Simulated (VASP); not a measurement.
Wanted: the native input for a VASP 6.6.1 run.

```yaml
Task: relaxation of cell and atoms
Functional: PBE
Potentials_or_basis: VASP PAW PBE potentials, release 64 (Ca_sv, Si, N)
Cutoff: 600 eV
k_mesh: 12 × 12 × 10
Occupations: gaussian, width 0.1 eV
Spin: no spin polarisation
Dipole_correction: no
Further_INCAR_settings: ALGO = Normal; EDIFF = 1e-06; IBRION = 2; EDIFFG = -0.01; NSW = 100; ISIF = 3
```

The structure of CaSi2N3 lies in POSCAR:

```
CaSi2N3
1.0
    5.6542311340      0.0000000000      0.0000000000
   -2.8271155670      4.8967078009      0.0000000000
    0.0000000000      0.0000000000      4.1507145455
Ca Si N
1 2 3
Direct
    0.0000000000      0.0000000000      0.0000000000
    0.3333333333      0.6666666667      0.0000000000
    0.6666666667      0.3333333333      0.0000000000
    0.5000000000      0.0000000000      0.0000000000
    0.0000000000      0.5000000000      0.0000000000
    0.5000000000      0.5000000000      0.0000000000
```

The cell was generated, and may not be a known phase.

The input as run:

INCAR

```
PREC = Accurate
ENCUT = 600
EDIFF = 1E-6
ISMEAR = 0
SIGMA = 0.1
LREAL = False
LASPH = True
NELM = 80
ALGO = Normal
ISIF = 3
LWAVE = False
LCHARG = False
GGA = PE
IBRION = 2
NSW = 100
EDIFFG = -0.01
```

KPOINTS

```
regular mesh
0
Gamma
  12 12 10
```

Potentials or basis: VASP PAW PBE potentials, release 64 (Ca_sv, Si, N).

Launch:

```bash
$ cat potpaw_PBE.64/Ca_sv/POTCAR potpaw_PBE.64/Si/POTCAR potpaw_PBE.64/N/POTCAR > POTCAR
$ mpirun -np 1 vasp_std > vasp.out
```

Results of the run:

```json
{
 "Relaxed volume": "18.46 Å³/atom",
 "Relaxed cell": "a = 5.656 Å, b = 5.656 Å, c = 3.997 Å, α = 90.00°, β = 90.00°, γ = 120.00°",
 "Space group after relaxing (to 0.1 Å)": "P6/mmm (No. 191)",
 "Energy gained by relaxing": "0.8 meV/atom",
 "Ionic steps": "8",
 "Pressure after relaxing": "0.0 GPa",
 "Band gap on the k mesh": "zero (an odd number of electrons rules out a gap without spin polarisation)"
}
```

Caveat: an odd number of electrons without spin polarisation forces a metal; a magnetic or distorted state may lie lower.

Run time: 39 min on 1 thread of Intel Xeon 8259CL (shared host), peak memory 0.54 GiB.
